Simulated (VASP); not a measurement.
# W (Pbcm) in VASP: a series of runs

W is run at these levels: r2SCAN, LDA; tasks: single point.

Program: VASP 6.6.1. These are calculated values, not measurements. Logs are shortened: lines on timing, memory, paths and dates and some standing lists are left out, and cuts for length are marked.

**1. The cell of the first run**

It takes space group Pbcm (No. 57, orthorhombic). The conventional cell has a = 2.772 Å, b = 4.798 Å, c = 4.857 Å, α = 90.00°, β = 90.00°, γ = 90.00°. W (site symmetry m) has 12 W at 2.66 to 3.02 Å within 3.5 Å.

**2. Single point, r2SCAN**

POSCAR reads:

```
W
1.0
    2.7716889397      0.0000000000      0.0000000000
    0.0000000000      4.7981339688      0.0000000000
    0.0000000000      0.0000000000      4.8571504237
W
4
Direct
    0.7931720000      0.9368430000      0.7500000000
    0.2068280000      0.4368430000      0.7500000000
    0.2068280000      0.0631570000      0.2500000000
    0.7931720000      0.5631570000      0.2500000000
```

INCAR.step1 reads:

```
PREC     = Accurate       # precision mode
ENCUT    = 520            # plane-wave cutoff, eV
ISMEAR   = -1             # smearing method
SIGMA    = 0.05           # smearing width, eV
LREAL    = False          # projectors in reciprocal space
LASPH    = True           # aspherical terms in the spheres
NELM     = 80             # most SCF steps
NBANDS   = 36             # bands
GGA      = PE             # functional
ALGO     = Normal         # electronic algorithm
EDIFF    = 1E-4           # SCF threshold, eV
LWAVE    = True           # write WAVECAR
LCHARG   = False          # write CHGCAR
```

INCAR.step2 reads:

```
PREC     = Accurate       # precision mode
ENCUT    = 520            # plane-wave cutoff, eV
EDIFF    = 1E-7           # SCF threshold, eV
ISMEAR   = -1             # smearing method
SIGMA    = 0.05           # smearing width, eV
LREAL    = False          # projectors in reciprocal space
LASPH    = True           # aspherical terms in the spheres
NELM     = 80             # most SCF steps
ALGO     = Normal         # electronic algorithm
ISIF     = 2              # what is computed and relaxed
LWAVE    = False          # write WAVECAR
LCHARG   = False          # write CHGCAR
METAGGA  = R2SCAN         # meta-GGA
LMIXTAU  = True         
NBANDS   = 36             # bands
ISTART   = 1
```

KPOINTS reads:

```
Automatic mesh
0
Gamma
  9 6 6
```

Potentials or basis: VASP PAW PBE potentials, release 64 (W_sv).

Launch:

```
$ cat potpaw_PBE.64/W_sv/POTCAR > POTCAR
$ cp INCAR.step1 INCAR
$ mpirun -np 1 vasp_std > vasp.out
$ cp INCAR.step2 INCAR
$ mpirun -np 1 vasp_std > vasp.out
```

OUTCAR:

```text
PREC = Accurate
   ENCUT = 520
   EDIFF = 1E-7
   ISMEAR = -1
   LREAL = False
   LASPH = True
   NELM = 80
   ISIF = 2
   METAGGA = R2SCAN
   ISTART = 1

 ion  position               nearest neighbor table
   1  0.793  0.937  0.750-   2 2.66   2 2.66   3 2.75   3 2.75   2 2.90   2 2.90   3 2.98   3 2.98
                             4 3.02   4 3.02
   2  0.207  0.437  0.750-   1 2.66   1 2.66   4 2.75   4 2.75   1 2.90   1 2.90   4 2.98   4 2.98
                             3 3.02   3 3.02
   3  0.207  0.063  0.250-   4 2.66   4 2.66   1 2.75   1 2.75   4 2.90   4 2.90   1 2.98   1 2.98
                             2 3.02   2 3.02
   4  0.793  0.563  0.250-   3 2.66   3 2.66   2 2.75   2 2.75   3 2.90   3 2.90   2 2.98   2 2.98
                             1 3.02   1 3.02

  LATTYP: Found a simple orthorhombic cell.
 ALAT       =     2.7716889397
 B/A-ratio  =     1.7311228183
 C/A-ratio  =     1.7524154151

  Lattice vectors:

 A1 = (   2.7716889397,   0.0000000000,   0.0000000000)
 A2 = (   0.0000000000,   4.7981339688,   0.0000000000)
 A3 = (   0.0000000000,   0.0000000000,   4.8571504237)

Analysis of symmetry for initial positions (statically):
=====================================================================
 Subroutine PRICEL returns:
 Original cell was already a primitive cell.

 Routine SETGRP: Setting up the symmetry group for a
 simple orthorhombic supercell.

 Subroutine GETGRP returns: Found  8 space group operations
 (whereof  2 operations were pure point group operations)
 out of a pool of  8 trial point group operations.

The static configuration has the point symmetry S_2 .
 The point group associated with its full space group is D_2h.

Analysis of symmetry for dynamics (positions and initial velocities):
=====================================================================
 Subroutine PRICEL returns:
 Original cell was already a primitive cell.

 Routine SETGRP: Setting up the symmetry group for a
 simple orthorhombic supercell.

 Subroutine GETGRP returns: Found  8 space group operations
 (whereof  2 operations were pure point group operations)
 out of a pool of  8 trial point group operations.

The dynamic configuration has the point symmetry S_2 .
 The point group associated with its full space group is D_2h.

 Subroutine INISYM returns: Found  8 space group operations
 (whereof  2 operations are pure point group operations),
 and found     1 'primitive' translations

----------------------------------------------------------------------------------------

                                     Primitive cell

  volume of cell :      64.5949

  direct lattice vectors                    reciprocal lattice vectors
     2.771688940  0.000000000  0.000000000     0.360790847  0.000000000  0.000000000
     0.000000000  4.798133969  0.000000000     0.000000000  0.208414356  0.000000000
     0.000000000  0.000000000  4.857150424     0.000000000  0.000000000  0.205882032

  length of vectors
     2.771688940  4.798133969  4.857150424     0.360790847  0.208414356  0.205882032

  position of ions in fractional coordinates (direct lattice)
     0.793172000  0.936843000  0.750000000
     0.206828000  0.436843000  0.750000000
     0.206828000  0.063157000  0.250000000
     0.793172000  0.563157000  0.250000000

  ion indices of the primitive-cell ions
   primitive index   ion index
                 1           1
                 2           2
                 3           3
                 4           4

----------------------------------------------------------------------------------------

 KPOINTS: Automatic mesh

Automatic generation of k-mesh.
 Grid dimensions read from file:
 generate k-points for:    9    6    6

 Generating k-lattice:

  Cartesian coordinates                     Fractional coordinates (reciprocal lattice)
     0.040087872  0.000000000  0.000000000     0.111111111  0.000000000  0.000000000
     0.000000000  0.034735726  0.000000000     0.000000000  0.166666667  0.000000000
     0.000000000  0.000000000  0.034313672     0.000000000  0.000000000  0.166666667

  Length of vectors
     0.040087872  0.034735726  0.034313672

  Shift w.r.t. Gamma in fractional coordinates (k-lattice)
     0.000000000  0.000000000  0.000000000

 Subroutine IBZKPT returns following result:
 ===========================================

 Found     80 irreducible k-points:

 Following reciprocal coordinates:
            Coordinates               Weight
  0.000000  0.000000  0.000000      1.000000
  0.111111  0.000000  0.000000      2.000000
  0.222222  0.000000  0.000000      2.000000
  0.333333  0.000000  0.000000      2.000000
  0.444444  0.000000  0.000000      2.000000
  0.000000  0.166667  0.000000      2.000000
[... 16 lines left out ...]
  0.222222  0.000000  0.166667      4.000000
  0.333333  0.000000  0.166667      4.000000
 [... further k-points ...]
   k-points           NKPTS =     80   k-points in BZ     NKDIM =     80   number of bands    NBANDS=     36
   number of dos      NEDOS =    301   number of ions     NIONS =      4
   total plane-waves  NPLWV =  31104
   dimension x,y,z NGX =    24 NGY =   36 NGZ =   36
   dimension x,y,z NGXF=    48 NGYF=   72 NGZF=   72
   ions per type =               4
   NGX,Y,Z   is equivalent  to a cutoff of  14.40, 12.47, 12.32 a.u.
   NGXF,Y,Z  is equivalent  to a cutoff of  28.79, 24.95, 24.64 a.u.
 SYSTEM =  unknown system
   PREC   = accura    normal or accurate (medium, high low for compatibility)
   ISTART =      1    job   : 0-new  1-cont  2-samecut
   ICHARG =      0    charge: 1-file 2-atom 10-const
   ISPIN  =      1    spin polarized calculation?
   LNONCOLLINEAR =      F non collinear calculations
   LSORBIT =      F    spin-orbit coupling
   LASPH  =      T    aspherical Exc in radial PAW
   ENCUT  =  520.0 eV  38.22 Ry    6.18 a.u.   5.15  8.92  9.03*2*pi/ulx,y,z
   NELM   =     80;   NELMIN=  2; NELMDL=  0     # of ELM steps
   EDIFF  = 0.1E-06   stopping-criterion for ELM
   LREAL  =      F    real-space projection
   EDIFFG = 0.1E-05   stopping-criterion for IOM
   NSW    =      0    number of steps for IOM
   IBRION =     -1    ionic relax: 0-MD 1-quasi-New 2-CG
   NFREE  =      0    steps in history (QN), initial steepest desc. (CG)
   ISIF   =      2    stress and relaxation
   ISYM   =      2    0-nonsym 1-usesym 2-fastsym
   POTIM  = 0.5000    time-step for ionic-motion
   TEBEG  =    0.0;   TEEND  =   0.0 temperature during run
   PSTRESS=    0.0 pullay stress
   NELECT =      56.0000    total number of electrons
   NUPDOWN=      -1.0000    fix difference up-down
   EMIN   =  10.00;   EMAX   =-10.00  energy-range for DOS
   EFERMI =   0.00;   METHOD = LEGACY
   ISMEAR =    -1;   SIGMA  =   0.05  broadening in eV -4-tet -1-fermi 0-gaus
   EFERMI_NEDOS =   21; number of points for ismear=-14 and -15
   IALGO  =     38    algorithm
   IMIX   =      4    mixing-type and parameters
     AMIX     =   0.40;   BMIX     =  1.00
     AMIX_MAG =   1.60;   BMIX_MAG =  1.00
  volume/ion in A,a.u.               =      16.15       108.98
  Fermi-wavevector in a.u.,A,eV,Ry     =   1.561006  2.949874 33.153877  2.436741
  Thomas-Fermi vector in A             =   2.664135
   LORBIT       =      0    0 simple, 1 ext, 2 COOP (PROOUT), +10 PAW based schemes
   METAGGA = R2SCAN    functional components
   LHFCALC =     F    Hartree Fock is set to
   AEXX    =    0.0000 exact exchange contribution
   IVDW    =     0    specifies the selected vdW correction
   LEPSILON=     F    determine dielectric tensor
   LRPA    =     F    only Hartree local field effects (RPA)
 non-spin polarized calculation
  energy-cutoff  :      520.00
  volume of cell :       64.59
 maximum number of plane-waves:      1760
 NGX is ok and might be reduce to    24
   NGX = 11   NGY = 17   NGZ = 19

 number of electron      56.0000005 magnetization

 Free energy of the ion-electron system (eV)
  ---------------------------------------------------
  ext. energy  EPLUGINS =         0.00000000
  ---------------------------------------------------
  free energy    TOTEN  =      -203.16616738 eV

  energy without entropy =     -203.14182205  energy(sigma->0) =     -203.15399472

 E-fermi :  10.7675     XC(G=0): -14.7974

 val. band max:       10.7423732364   @ k =   0.2222   0.1667   0.0000
 cond. band min:      10.7701683262   @ k =   0.1111   0.1667   0.1667
 fundamental gap:      0.0277950899
 Fermi energy:        10.7674673191

 k-point     1 :       0.0000    0.0000    0.0000
  band No.  band energies     occupation
      1     -64.9966      2.00000
      2     -64.8920      2.00000
      3     -64.8485      2.00000
      4     -64.7834      2.00000
      5     -29.2670      2.00000
      6     -29.1930      2.00000
[... 28 lines left out ...]
     35      15.2983      0.00000
     36      15.7192      0.00000

 k-point     2 :       0.1111    0.0000    0.0000
  band No.  band energies     occupation
      1     -64.9850      2.00000
      2     -64.8844      2.00000
      3     -64.8428      2.00000
      4     -64.7815      2.00000
      5     -29.2255      2.00000
      6     -29.1559      2.00000
[... 28 lines left out ...]
     35      14.7249      0.00000
     36      15.2298      0.00000

 k-point     3 :       0.2222    0.0000    0.0000
  band No.  band energies     occupation
      1     -64.9544      2.00000
      2     -64.8647      2.00000
      3     -64.8283      2.00000
      4     -64.7778      2.00000
      5     -29.1121      2.00000
      6     -29.0543      2.00000
[... 28 lines left out ...]
     35      14.3601      0.00000
     36      14.9884      0.00000

 k-point     4 :       0.3333    0.0000    0.0000
  band No.  band energies     occupation
      1     -64.9163      2.00000
      2     -64.8416      2.00000
      3     -64.8125      2.00000
      4     -64.7770      2.00000
      5     -28.9660      2.00000
      6     -28.9176      2.00000
[... 28 lines left out ...]
     35      14.1462      0.00000
     36      14.7232      0.00000

 k-point     5 :       0.4444    0.0000    0.0000
  band No.  band energies     occupation
      1     -64.8879      2.00000
      2     -64.8259      2.00000
      3     -64.8027      2.00000
      4     -64.7798      2.00000
      5     -28.9247      2.00000
      6     -28.8549      2.00000
[... 655 lines left out ...]
 k-point    22 :       0.1111    0.0000    0.1667
  band No.  band energies     occupation
      1     -64.9783      2.00000
      2     -64.8911      2.00000
      3     -64.8386      2.00000
      4     -64.7856      2.00000
      5     -29.2333      2.00000
      6     -29.0885      2.00000
[... 28 lines left out ...]
     35      14.7392      0.00000
     36      14.9143      0.00000

 k-point    23 :       0.2222    0.0000    0.1667
  band No.  band energies     occupation
      1     -64.9485      2.00000
      2     -64.8707      2.00000
      3     -64.8249      2.00000
      4     -64.7812      2.00000
      5     -29.1175      2.00000
      6     -29.0040      2.00000
[... 28 lines left out ...]
     35      13.7850      0.00000
     36      14.9578      0.00000

 k-point    24 :       0.3333    0.0000    0.1667
  band No.  band energies     occupation
      1     -64.9113      2.00000
      2     -64.8466      2.00000
      3     -64.8101      2.00000
      4     -64.7794      2.00000
      5     -28.9620      2.00000
      6     -28.9159      2.00000
[... 28 lines left out ...]
     35      14.1354      0.00000
     36      14.9404      0.00000

 [... further k-points ...]

------------------------ aborting loop because EDIFF is reached ----------------------------------------

  FORCE on cell =-STRESS in cart. coord.  units (eV):
  Direction    XX          YY          ZZ          XY          YZ          ZX
  --------------------------------------------------------------------------------------
  -------------------------------------------------------------------------------------
  Total        2.6651042      2.1044250      2.5002157      0.0000000      0.0000000      0.0000000
  in kB       66.1037909     52.1970108     62.0139872      0.0000000      0.0000000      0.0000000
  external PRESSURE =      60.1049296 kB  Pullay stress =       0.0000000 kB

 VOLUME and BASIS-vectors are now :
 -----------------------------------------------------------------------------
  energy-cutoff  :      520.00
  volume of cell :       64.59
      direct lattice vectors                 reciprocal lattice vectors
     2.771688940  0.000000000  0.000000000     0.360790847  0.000000000  0.000000000
     0.000000000  4.798133969  0.000000000     0.000000000  0.208414356  0.000000000
     0.000000000  0.000000000  4.857150424     0.000000000  0.000000000  0.205882032

 POSITION                                       TOTAL-FORCE (eV/Angst)
 -----------------------------------------------------------------------------------
      2.19843      4.49510      3.64286        -0.125436      0.138034      0.000000
      0.57326      2.09603      3.64286         0.125436      0.138034      0.000000
      0.57326      0.30304      1.21429         0.125436     -0.138034     -0.000000
      2.19843      2.70210      1.21429        -0.125436     -0.138034      0.000000
 -----------------------------------------------------------------------------------
    total drift:                                0.000000      0.000000     -0.000000

  FREE ENERGIE OF THE ION-ELECTRON SYSTEM (eV)
  ---------------------------------------------------
  free  energy   TOTEN  =      -203.1661673823 eV

  energy  without entropy=     -203.1418220540  energy(sigma->0) =     -203.15399472
```

Wall time 12 min (1 thread of Intel Xeon 8259CL, shared host); peak memory 0.27 GiB.

Results:

```
Free energy            : -203.1662 eV
Pressure               : 6.0 GPa
Largest force          : 0.187 eV/Å
Band gap on the k mesh : zero (bands 28 and 29 overlap by 1.37 eV)
```

Forces on the atoms (eV/Å):
```
W   -0.125  0.138  0.000
W    0.125  0.138  0.000
W    0.125 -0.138  0.000
W   -0.125 -0.138  0.000
```

Stress tensor (GPa, compression positive):
```
6.61 0.00 0.00
0.00 5.22 0.00
0.00 0.00 6.20
```

Caveat: the cell stands under pressure; the PAW data sets were made with another functional, which shifts forces and pressure a little; spin-orbit coupling is left out, which moves the levels of the heavy elements.

(Part 1 of 2 ends here.)
